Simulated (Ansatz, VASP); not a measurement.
# Two plane-wave programs on SrTe

INCAR

```
SYSTEM = SrTe
PREC = Accurate
ENCUT = 500
EDIFF = 1E-6
ISMEAR = 0
SIGMA = 0.05
LREAL = .False.
LASPH = .True.
NELM = 200
ALGO = Normal
ISIF = 2
LWAVE = .False.
LCHARG = .False.
MAGMOM = 0 0 0 0 0 0
LORBIT = 11
LSORBIT = .True.
GGA_COMPAT = .False.
LORBMOM = .True.
GGA = PS
NBANDS = 28
```

Contents of KPOINTS:

```
Automatic mesh
0
Gamma
  8 8 8
  0 0 0
```

Contents of POSCAR:

```
SrTe
1.0
    0.0000000000      3.2349999084      3.2349999084
    3.2349999084      0.0000000000      3.2349999084
    3.2349999084      3.2349999084      0.0000000000
Sr Te
1 1
Direct
    0.5000000000      0.5000000000      0.5000000000
    0.0000000000      0.0000000000      0.0000000000
```

Input for Ansatz:

```yaml
crystal:
  lattice:
    - [0.0, 3.2349999084, 3.2349999084]
    - [3.2349999084, 0.0, 3.2349999084]
    - [3.2349999084, 3.2349999084, 0.0]
  atoms:
    - { symbol: Sr, position: [0.5, 0.5, 0.5] }
    - { symbol: Te, position: [0.0, 0.0, 0.0] }
basis:
  ecutwfc: 420
  ecutrho_ratio: 4
kpoints:
  mp_grid: { grid: [8, 8, 8] }
  band_path:
    path:
      - [[0.0, 0.0, 0.0], [0.5, 0.0, 0.5], [0.625, 0.25, 0.625]]
      - [[0.375, 0.375, 0.75], [0.0, 0.0, 0.0], [0.5, 0.5, 0.5], [0.5, 0.25, 0.75], [0.5, 0.0, 0.5]]
    npoints: 10
hamiltonian:
  xc: pbesol
scf:
  occupations: { method: gaussian, width: 0.05 }
output:
  forces: true
  stress: true
  eigenvalues: true
  populations: true
  eigenstates:
    nscf_kmesh: { grid: [14, 14, 14] }
    de_dk: true
    e_range: [-2.5, 3.88552009697]
  write_density: true
  write_potential: true
  elf: true
  volumetric_format: npy
magnetization:
  noncollinear: true
  spin_orbit: true
```

Alike in both runs: task single point; functional PBEsol; k mesh 8 × 8 × 8; occupations gaussian, width 0.05 eV; non-collinear spin, spin-orbit coupling.

```csv
,VASP,Ansatz
version,VASP 6.6.1,Ansatz 0.2.0
potentials or method,"VASP PAW PBE potentials, release 64 (Sr_sv, Te), cutoff 500 eV","plane waves, PAW"
valence electrons in the cell,16,26
```

VASP gave:

- pressure (GPa): 2.7
- net moment per atom (μB): 0.00

Q: What did Ansatz give for the same quantities?

A: Pressure (GPa): 2.6; net moment per atom (μB): 0.00.

VASP's potentials were made for PBE, not for PBEsol. VASP's potentials hold 16 valence electrons a cell and Ansatz's 26, so a difference there can come from the potentials and not from the codes.
